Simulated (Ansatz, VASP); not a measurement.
## Two plane-wave programs on HfO2

POSCAR

```
HfO2
1.0
    3.6043047991      0.0000000000      0.0000000000
    0.0000000000      3.6043047991      0.0000000000
    0.0000000000      0.0000000000      5.2639673039
Hf O
2 4
Direct
    0.5000000000      0.5000000000      0.5000000000
    0.0000000000      0.0000000000      0.0000000000
    0.0000000000      0.5000000000      0.6932520932
    0.5000000000      0.0000000000      0.8067479068
    0.5000000000      0.0000000000      0.3067479068
    0.0000000000      0.5000000000      0.1932520932
```

The input INCAR.step1:

```
  PREC = Accurate
  ENCUT = 520
  ISMEAR = 0
  SIGMA = 0.02
  LREAL = F
  LASPH = T
  NELM = 60
  NBANDS = 31
  GGA = PE
  ALGO = Normal
  EDIFF = 1E-4
  LWAVE = T
  LCHARG = F
```

Contents of INCAR.step2:

```
  PREC = Accurate
  ENCUT = 520
  EDIFF = 1E-7
  ISMEAR = 0
  SIGMA = 0.02
  LREAL = F
  LASPH = T
  NELM = 60
  ALGO = Normal
  ISIF = 2
  LWAVE = F
  LCHARG = T
  METAGGA = R2SCAN
  LMIXTAU = T
  LELF = T
  LVHAR = T
  NBANDS = 31
  ISTART = 1
```

The input KPOINTS:

```
regular mesh
0
Gamma
  6 6 4
```

Input for Ansatz:

```yaml
crystal:
  lattice:
    - [3.6043047991, 0.0, 0.0]
    - [0.0, 3.6043047991, 0.0]
    - [0.0, 0.0, 5.2639673039]
  atoms:
    - { symbol: Hf, position: [0.5, 0.5, 0.5] }
    - { symbol: Hf, position: [0.0, 0.0, 0.0] }
    - { symbol: O, position: [0.0, 0.5, 0.6932520932] }
    - { symbol: O, position: [0.5, 0.0, 0.8067479068] }
    - { symbol: O, position: [0.5, 0.0, 0.3067479068] }
    - { symbol: O, position: [0.0, 0.5, 0.1932520932] }
basis:
  ecutwfc: 500
kpoints:
  mp_grid: { grid: [6, 6, 4] }
  band_path:
    path:
      - [[0.0, 0.0, 0.0], [0.0, 0.5, 0.0], [0.5, 0.5, 0.0], [0.0, 0.0, 0.0], [0.0, 0.0, 0.5], [0.0, 0.5, 0.5], [0.5, 0.5, 0.5], [0.0, 0.0, 0.5]]
      - [[0.0, 0.5, 0.0], [0.0, 0.5, 0.5]]
      - [[0.5, 0.5, 0.0], [0.5, 0.5, 0.5]]
    npoints: 14
hamiltonian:
  xc: r2scan
scf:
  occupations: { method: gaussian, width: 0.02 }
  n_extra_bands: 15
output:
  forces: true
  stress: true
  eigenvalues: true
  populations: true
  dos: { projected: true, de: 0.02, nscf_kmesh: { grid: [9, 9, 6] } }
  bader: true
```

Alike in both runs: task single point; functional r2SCAN; k mesh 6 × 6 × 4; occupations gaussian, width 0.02 eV; no spin polarisation.

|  | VASP | Ansatz |
| --- | --- | --- |
| version | VASP 6.6.1 | Ansatz 0.2.0 |
| potentials or method | VASP PAW PBE potentials, release 64 (Hf_pv, O), cutoff 520 eV | scalar-relativistic, plane waves, PAW |
| valence electrons in the cell | 44 | 76 |

```csv
,VASP,Ansatz,Ansatz less VASP
gap on the k mesh at the Fermi level (eV),5.18,5.21,+0.024
least direct gap on the mesh (eV),5.25,5.27,+0.019
pressure (GPa),-9.2,-5.8,+3.44
"traceless stress, the component that is largest in VASP (GPa)",0.41,0.23,-0.182
rms of the force components (eV/Å),0.070,0.038,-0.0325
```

VASP's potentials were made for PBE, not for r2SCAN. Atom by atom the forces differ by 0.032 eV/Å (rms over components). VASP's potentials hold 44 valence electrons a cell and Ansatz's 76, so a difference there can come from the potentials and not from the codes.

Neither program's run includes spin-orbit coupling.
